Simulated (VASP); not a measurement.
# Ge in VASP: settings compared

Aim: see how the results for Ge move with the level of theory and the settings. Levels: r2SCAN, PBE, LDA. Tasks: single point.

Everything below comes from runs of VASP 6.6.1. Logs are shortened: lines on timing, memory, paths and dates and some standing lists are left out, and cuts for length are marked.

## 1. The cell of the first run

It takes space group Cmmm (No. 65, orthorhombic). The conventional cell has a = 2.794 Å, b = 5.201 Å, c = 2.698 Å, α = 90.00°, β = 90.00°, γ = 90.00°. Within 3.6 Å of Ge (site symmetry mmm) lie 8 Ge at 2.70 to 2.95 Å.

## 2. Single point, r2SCAN

File POSCAR:

```
Ge
1.0
    1.3971490000     -2.6005160000      0.0000000000
    1.3971490000      2.6005160000      0.0000000000
    0.0000000000      0.0000000000      2.6982310000
Ge
1
Direct
    0.5000000000      0.5000000000      0.0000000000
```

File INCAR.step1:

```
PREC = Accurate
ENCUT = 520
ISMEAR = 1
SIGMA = 0.01
LREAL = False
LASPH = True
NELM = 100
NBANDS = 13
GGA = PE
ALGO = Normal
EDIFF = 1E-4
LWAVE = True
LCHARG = False
```

File INCAR.step2:

```
PREC = Accurate
ENCUT = 520
EDIFF = 1E-7
ISMEAR = 1
SIGMA = 0.01
LREAL = False
LASPH = True
NELM = 100
ALGO = Normal
ISIF = 2
LWAVE = False
LCHARG = True
METAGGA = R2SCAN
LMIXTAU = True
LELF = True
LVHAR = True
NBANDS = 13
ISTART = 1
```

File KPOINTS:

```
regular mesh
0
Gamma
  9 9 8
```

Potentials or basis: VASP PAW PBE potentials, release 64 (Ge_d).

The run is started by

```sh
cat potpaw_PBE.64/Ge_d/POTCAR > POTCAR
cp INCAR.step1 INCAR
mpirun -np 1 vasp_std > vasp.out
cp INCAR.step2 INCAR
mpirun -np 1 vasp_std > vasp.out
```

OUTCAR:

```text
PREC = Accurate
   ENCUT = 520
   EDIFF = 1E-7
   ISMEAR = 1
   LREAL = False
   LASPH = True
   NELM = 100
   ISIF = 2
   METAGGA = R2SCAN
   ISTART = 1

 ion  position               nearest neighbor table
   1  0.500  0.500  0.000-

  LATTYP: Found a base centered orthorhombic cell.
 ALAT       =     2.7942980000
 B/A-ratio  =     1.8613018368
 C/A-ratio  =     0.9656203454

  Lattice vectors:

 A1 = (   1.3971490000,  -2.6005160000,   0.0000000000)
 A2 = (   1.3971490000,   2.6005160000,   0.0000000000)
 A3 = (   0.0000000000,   0.0000000000,   2.6982310000)

Analysis of symmetry for initial positions (statically):
=====================================================================
 Subroutine PRICEL returns:
 Original cell was already a primitive cell.

 Routine SETGRP: Setting up the symmetry group for a
 base centered orthorhombic supercell.

 Subroutine GETGRP returns: Found  8 space group operations
 (whereof  8 operations were pure point group operations)
 out of a pool of  8 trial point group operations.

The static configuration has the point symmetry D_2h.

Analysis of symmetry for dynamics (positions and initial velocities):
=====================================================================
 Subroutine PRICEL returns:
 Original cell was already a primitive cell.

 Routine SETGRP: Setting up the symmetry group for a
 base centered orthorhombic supercell.

 Subroutine GETGRP returns: Found  8 space group operations
 (whereof  8 operations were pure point group operations)
 out of a pool of  8 trial point group operations.

The dynamic configuration has the point symmetry D_2h.

 Subroutine INISYM returns: Found  8 space group operations
 (whereof  8 operations are pure point group operations),
 and found     1 'primitive' translations

----------------------------------------------------------------------------------------

                                     Primitive cell

  volume of cell :      19.6070

  direct lattice vectors                    reciprocal lattice vectors
     1.397149000 -2.600516000  0.000000000     0.357871637 -0.192269534  0.000000000
     1.397149000  2.600516000  0.000000000     0.357871637  0.192269534  0.000000000
     0.000000000  0.000000000  2.698231000     0.000000000  0.000000000  0.370613191

  length of vectors
     2.952068562  2.952068562  2.698231000     0.406250763  0.406250763  0.370613191

  position of ions in fractional coordinates (direct lattice)
     0.500000000  0.500000000  0.000000000

  ion indices of the primitive-cell ions
   primitive index   ion index
                 1           1

----------------------------------------------------------------------------------------

 KPOINTS: regular mesh

Automatic generation of k-mesh.
 Grid dimensions read from file:
 generate k-points for:    9    9    8

 Generating k-lattice:

  Cartesian coordinates                     Fractional coordinates (reciprocal lattice)
     0.039763515 -0.021363282  0.000000000     0.111111111  0.000000000  0.000000000
     0.039763515  0.021363282  0.000000000     0.000000000  0.111111111  0.000000000
     0.000000000  0.000000000  0.046326649     0.000000000  0.000000000  0.125000000

  Length of vectors
     0.045138974  0.045138974  0.046326649

  Shift w.r.t. Gamma in fractional coordinates (k-lattice)
     0.000000000  0.000000000  0.000000000

 Subroutine IBZKPT returns following result:
 ===========================================

 Found    125 irreducible k-points:

 Following reciprocal coordinates:
            Coordinates               Weight
  0.000000  0.000000  0.000000      1.000000
  0.111111 -0.000000  0.000000      4.000000
  0.222222 -0.000000  0.000000      4.000000
  0.333333  0.000000  0.000000      4.000000
  0.444444 -0.000000  0.000000      4.000000
  0.111111  0.111111  0.000000      2.000000
[... 16 lines left out ...]
 -0.333333  0.333333  0.000000      2.000000
  0.444444  0.444444  0.000000      2.000000
 [... further k-points ...]
   k-points           NKPTS =    125   k-points in BZ     NKDIM =    125   number of bands    NBANDS=     13
   number of dos      NEDOS =    301   number of ions     NIONS =      1
   total plane-waves  NPLWV =  11520
   dimension x,y,z NGX =    24 NGY =   24 NGZ =   20
   dimension x,y,z NGXF=    48 NGYF=   48 NGZF=   40
   ions per type =               1
   NGX,Y,Z   is equivalent  to a cutoff of  13.52, 13.52, 12.32 a.u.
   NGXF,Y,Z  is equivalent  to a cutoff of  27.03, 27.03, 24.65 a.u.
 SYSTEM =  unknown system
   PREC   = accura    normal or accurate (medium, high low for compatibility)
   ISTART =      1    job   : 0-new  1-cont  2-samecut
   ICHARG =      0    charge: 1-file 2-atom 10-const
   ISPIN  =      1    spin polarized calculation?
   LNONCOLLINEAR =      F non collinear calculations
   LSORBIT =      F    spin-orbit coupling
   LASPH  =      T    aspherical Exc in radial PAW
   ENCUT  =  520.0 eV  38.22 Ry    6.18 a.u.   5.49  5.49  5.02*2*pi/ulx,y,z
   NELM   =    100;   NELMIN=  2; NELMDL=  0     # of ELM steps
   EDIFF  = 0.1E-06   stopping-criterion for ELM
   LREAL  =      F    real-space projection
   EDIFFG = 0.1E-05   stopping-criterion for IOM
   NSW    =      0    number of steps for IOM
   IBRION =     -1    ionic relax: 0-MD 1-quasi-New 2-CG
   NFREE  =      0    steps in history (QN), initial steepest desc. (CG)
   ISIF   =      2    stress and relaxation
   ISYM   =      2    0-nonsym 1-usesym 2-fastsym
   POTIM  = 0.5000    time-step for ionic-motion
   TEBEG  =    0.0;   TEEND  =   0.0 temperature during run
   PSTRESS=    0.0 pullay stress
   NELECT =      14.0000    total number of electrons
   NUPDOWN=      -1.0000    fix difference up-down
   EMIN   =  10.00;   EMAX   =-10.00  energy-range for DOS
   EFERMI =   0.00;   METHOD = LEGACY
   ISMEAR =     1;   SIGMA  =   0.01  broadening in eV -4-tet -1-fermi 0-gaus
   EFERMI_NEDOS =   21; number of points for ismear=-14 and -15
   IALGO  =     38    algorithm
   IMIX   =      4    mixing-type and parameters
     AMIX     =   0.40;   BMIX     =  1.00
     AMIX_MAG =   1.60;   BMIX_MAG =  1.00
  volume/ion in A,a.u.               =      19.61       132.31
  Fermi-wavevector in a.u.,A,eV,Ry     =   1.463234  2.765111 29.130796  2.141053
  Thomas-Fermi vector in A             =   2.579353
   LORBIT       =      0    0 simple, 1 ext, 2 COOP (PROOUT), +10 PAW based schemes
   METAGGA = R2SCAN    functional components
   LHFCALC =     F    Hartree Fock is set to
   AEXX    =    0.0000 exact exchange contribution
   IVDW    =     0    specifies the selected vdW correction
   LEPSILON=     F    determine dielectric tensor
   LRPA    =     F    only Hartree local field effects (RPA)
 non-spin polarized calculation
 Methfessel and Paxton  Order N= 1 SIGMA  =   0.01
  energy-cutoff  :      520.00
  volume of cell :       19.61
 maximum number of plane-waves:       540
 NGX is ok and might be reduce to    24
   NGX = 11   NGY = 11   NGZ = 11

 number of electron      14.0000003 magnetization

 Free energy of the ion-electron system (eV)
  ---------------------------------------------------
  ext. energy  EPLUGINS =         0.00000000
  ---------------------------------------------------
  free energy    TOTEN  =       -13.43977985 eV

  energy without entropy =      -13.43977205  energy(sigma->0) =      -13.43977725

 E-fermi :   6.2812     XC(G=0): -12.0804

 val. band max:        6.2773958461   @ k =   0.3333   0.1111   0.3750
 cond. band min:       6.2862233359   @ k =   0.4444   0.3333   0.3750
 fundamental gap:      0.0088274898
 Fermi energy:         6.2812405184

 k-point     1 :       0.0000    0.0000    0.0000
  band No.  band energies     occupation
      1     -19.4083      2.00000
      2     -19.3201      2.00000
      3     -19.2661      2.00000
      4     -19.1708      2.00000
      5     -19.1544      2.00000
      6      -7.4015      2.00000
      7      13.0821      0.00000
      8      13.6087      0.00000
      9      15.1962      0.00000
     10      16.6642      0.00000
     11      19.3801      0.00000
     12      21.9093      0.00000
     13      22.2064      0.00000

 k-point     2 :       0.1111   -0.0000    0.0000
  band No.  band energies     occupation
      1     -19.3994      2.00000
      2     -19.3070      2.00000
      3     -19.2672      2.00000
      4     -19.1729      2.00000
      5     -19.1605      2.00000
      6      -7.0854      2.00000
      7      12.1599      0.00000
      8      13.1457      0.00000
      9      13.3895      0.00000
     10      17.2740      0.00000
     11      18.7966      0.00000
     12      21.0846      0.00000
     13      23.9534      0.00000

 k-point     3 :       0.2222   -0.0000    0.0000
  band No.  band energies     occupation
      1     -19.3814      2.00000
      2     -19.2923      2.00000
      3     -19.2476      2.00000
      4     -19.1825      2.00000
      5     -19.1717      2.00000
      6      -6.1392      2.00000
      7       8.2927      0.00000
      8      11.5299      0.00000
      9      14.2809      0.00000
     10      16.0650      0.00000
     11      18.9976      0.00000
     12      23.9628      0.00000
     13      27.3946      0.00000

 k-point     4 :       0.3333    0.0000    0.0000
  band No.  band energies     occupation
      1     -19.3714      2.00000
      2     -19.2900      2.00000
      3     -19.2013      2.00000
      4     -19.2003      2.00000
      5     -19.1774      2.00000
      6      -4.5848      2.00000
      7       4.4348      2.00000
      8      10.3921      0.00000
      9      14.7684      0.00000
     10      15.6250      0.00000
     11      20.4336      0.00000
     12      26.5665      0.00000
     13      27.0716      0.00000

 k-point     5 :       0.4444   -0.0000    0.0000
  band No.  band energies     occupation
      1     -19.3720      2.00000
      2     -19.2846      2.00000
      3     -19.2126      2.00000
      4     -19.1804      2.00000
      5     -19.1684      2.00000
      6      -2.6143      2.00000
      7       1.2630      2.00000
      8       9.7947      0.00000
      9      14.1179      0.00000
     10      16.9441      0.00000
     11      22.4454      0.00000
     12      24.1114      0.00000
     13      24.9792      0.00000
[... 257 lines left out ...]
 k-point    22 :      -0.4444    0.3333    0.0000
  band No.  band energies     occupation
      1     -19.3784      2.00000
      2     -19.2948      2.00000
      3     -19.2072      2.00000
      4     -19.1939      2.00000
      5     -19.1672      2.00000
      6      -3.8961      2.00000
      7       2.2921      2.00000
      8       9.3143      0.00000
      9      16.0315      0.00000
     10      18.8062      0.00000
     11      21.4258      0.00000
     12      24.8253      0.00000
     13      25.6192      0.00000

 k-point    23 :      -0.3333    0.3333    0.0000
  band No.  band energies     occupation
      1     -19.3925      2.00000
      2     -19.3034      2.00000
      3     -19.2029      2.00000
      4     -19.1978      2.00000
      5     -19.1607      2.00000
      6      -4.9430      2.00000
      7       3.5660      2.00000
      8      12.2155      0.00000
      9      15.2395      0.00000
     10      16.2297      0.00000
     11      20.3117      0.00000
     12      25.8776      0.00000
     13      26.7714      0.00000

 k-point    24 :       0.4444    0.4444    0.0000
  band No.  band energies     occupation
      1     -19.3788      2.00000
      2     -19.2880      2.00000
      3     -19.2116      2.00000
      4     -19.1859      2.00000
      5     -19.1683      2.00000
      6      -2.7399      2.00000
      7       0.5877      2.00000
      8       9.0243      0.00000
      9      16.6649      0.00000
     10      18.6696      0.00000
     11      23.0727      0.00000
     12      23.6598      0.00000
     13      23.6699      0.00000

 [... further k-points ...]
[... 5 lines left out ...]
  --------------------------------------------------------------------------------------
  -------------------------------------------------------------------------------------
  Total       -0.4451317     -0.2676479     -0.4455679      0.0000000      0.0000000      0.0000000
  in kB      -36.3737224    -21.8707163    -36.4093649      0.0000000      0.0000000      0.0000000
  external PRESSURE =     -31.5512679 kB  Pullay stress =       0.0000000 kB

 VOLUME and BASIS-vectors are now :
 -----------------------------------------------------------------------------
  energy-cutoff  :      520.00
  volume of cell :       19.61
      direct lattice vectors                 reciprocal lattice vectors
     1.397149000 -2.600516000  0.000000000     0.357871637 -0.192269534  0.000000000
     1.397149000  2.600516000  0.000000000     0.357871637  0.192269534  0.000000000
     0.000000000  0.000000000  2.698231000     0.000000000  0.000000000  0.370613191

 POSITION                                       TOTAL-FORCE (eV/Angst)
 -----------------------------------------------------------------------------------
      1.39715      0.00000      0.00000         0.000000      0.000000      0.000000
 -----------------------------------------------------------------------------------
    total drift:                               -0.000000     -0.000000     -0.000000

  FREE ENERGIE OF THE ION-ELECTRON SYSTEM (eV)
  ---------------------------------------------------
  free  energy   TOTEN  =       -13.4397798517 eV

  energy  without entropy=      -13.4397720471  energy(sigma->0) =      -13.43977725
```

It took 58 s on 1 thread of Intel Xeon Platinum 8259CL at 2.50GHz (Skylake/Cascade Lake), shared host; peak memory 0.16 GiB.

Results:

| Item | Value |
| --- | --- |
| Free energy | -13.4398 eV |
| Pressure | -3.2 GPa |
| Band gap on the k mesh | zero (bands 7 and 8 overlap by 10.33 eV) |

Levels at points of the mesh, in eV from the Fermi level:
| k point | band 3 | band 4 | band 5 | band 6 | band 7 | band 8 | band 9 | band 10 | band 11 | band 12 |
| --- | --- | --- | --- | --- | --- | --- | --- | --- | --- | --- |
| (0.00, 0.00, 0.00) | -25.55 | -25.45 | -25.44 | -13.68 | 6.80 | 7.33 | 8.91 | 10.38 | 13.10 | 15.63 |
| (0.00, 0.00, 0.50) | -25.52 | -25.51 | -25.48 | -9.73 | -6.12 | 10.39 | 11.98 | 16.58 | 17.08 | 17.78 |

Caveat: the cell stands under tension; the PAW data sets were made with another functional, which shifts forces and pressure a little.

## 3. Single point, r2SCAN

POSCAR is that of step 2.

File INCAR.step1:

```
SYSTEM = Ge
  ALGO = Normal
  EDIFF = 1E-4
  ENCUT = 520
  GGA = PE
  ISMEAR = 1
  LASPH = .True.
  LCHARG = .False.
  LREAL = .False.
  LWAVE = .True.
  NBANDS = 13
  NELM = 60
  PREC = Accurate
  SIGMA = 0.005
```

File INCAR.step2:

```
SYSTEM = Ge
  ALGO = Normal
  EDIFF = 1E-6
  ENCUT = 520
  ISIF = 2
  ISMEAR = 1
  ISTART = 1
  LASPH = .True.
  LCHARG = .False.
  LMIXTAU = .True.
  LREAL = .False.
  LWAVE = .False.
  METAGGA = R2SCAN
  NBANDS = 13
  NELM = 60
  PREC = Accurate
  SIGMA = 0.005
```

File KPOINTS:

```
k-points
0
Gamma
  9 9 8
  0 0 0
```

Potentials or basis: VASP PAW PBE potentials, release 64 (Ge_d).

The run is started by

```sh
cat potpaw_PBE.64/Ge_d/POTCAR > POTCAR
cp INCAR.step1 INCAR
mpirun -np 1 vasp_std > vasp.out
cp INCAR.step2 INCAR
mpirun -np 1 vasp_std > vasp.out
```

Wall time 57 s (1 thread of Intel Xeon Platinum 8259CL at 2.50GHz (Skylake/Cascade Lake), shared host); peak memory 0.15 GiB.

Results (log left out):

* Free energy: -13.4398 eV
* Pressure: -3.1 GPa
* Band gap on the k mesh: zero (bands 7 and 8 overlap by 10.33 eV)

Stress tensor (GPa, compression positive):
```
-3.48  0.00  0.00
 0.00 -2.40  0.00
 0.00  0.00 -3.57
```

Levels at points of the mesh, in eV from the Fermi level:
```csv
k point,band 5,band 6,band 7,band 8,band 9,band 10
"(0.00, 0.00, 0.00)",-25.44,-13.68,6.80,7.33,8.92,10.38
"(0.00, 0.00, 0.50)",-25.48,-9.72,-6.12,10.39,11.98,16.59
```

Caveat: the cell stands under tension; the PAW data sets were made with another functional, which shifts forces and pressure a little.

## 4. Single point, PBE

File INCAR:

```
PREC = Accurate ; ENCUT = 520
EDIFF = 1E-6 ; ISMEAR = 0
SIGMA = 0.05 ; LREAL = F
LASPH = T ; NELM = 80
ALGO = Normal ; ISIF = 2
LWAVE = F ; LCHARG = F
GGA = PE ; NBANDS = 13
```

File KPOINTS:

```
regular mesh
0
Gamma
  8 8 7
```

File POSCAR:

```
Ge
1.0
    1.3670230000     -2.6325480000      0.0133260000
    1.3600710000      2.6288130000      0.0077580000
    0.0203590000     -0.0028880000      2.7331880000
Ge
1
Direct
    0.5176120000      0.5148350000     -0.0070280000
```

The run is started by

```sh
cat potpaw_PBE.64/Ge_d/POTCAR > POTCAR
mpirun -np 1 vasp_std > vasp.out
```

It took 20 s on 1 thread of Intel Xeon Platinum 8259CL at 2.50GHz (Skylake/Cascade Lake), shared host; peak memory 0.17 GiB.

Results (log left out):

```yaml
Free_energy: -4.2484 eV
Pressure: -0.6 GPa
Band_gap_on_the_k_mesh: zero (bands 7 and 8 overlap by 8.13 eV)
```

Stress tensor (GPa, compression positive):
```
 2.83 -0.01 -0.08
-0.01 -3.40  0.07
-0.08  0.07 -1.37
```

Levels at points of the mesh, in eV from the Fermi level:
| k point | band 3 | band 4 | band 5 | band 6 | band 7 | band 8 | band 9 | band 10 | band 11 | band 12 |
| --- | --- | --- | --- | --- | --- | --- | --- | --- | --- | --- |
| (0.00, 0.00, 0.00) | -24.55 | -24.46 | -24.43 | -12.79 | 6.26 | 6.99 | 9.45 | 9.90 | 12.05 | 15.57 |
| (0.50, 0.00, 0.00) | -24.50 | -24.47 | -24.45 | -7.43 | -5.17 | 3.52 | 7.54 | 10.35 | 16.15 | 16.20 |
| (0.00, 0.50, 0.00) | -24.50 | -24.47 | -24.45 | -7.40 | -5.16 | 3.44 | 7.47 | 10.38 | 16.21 | 16.21 |
| (0.50, 0.50, 0.00) | -24.50 | -24.47 | -24.44 | -8.75 | -5.47 | 6.19 | 9.34 | 10.02 | 15.31 | 15.75 |

(Continued in part 2 of 2.)
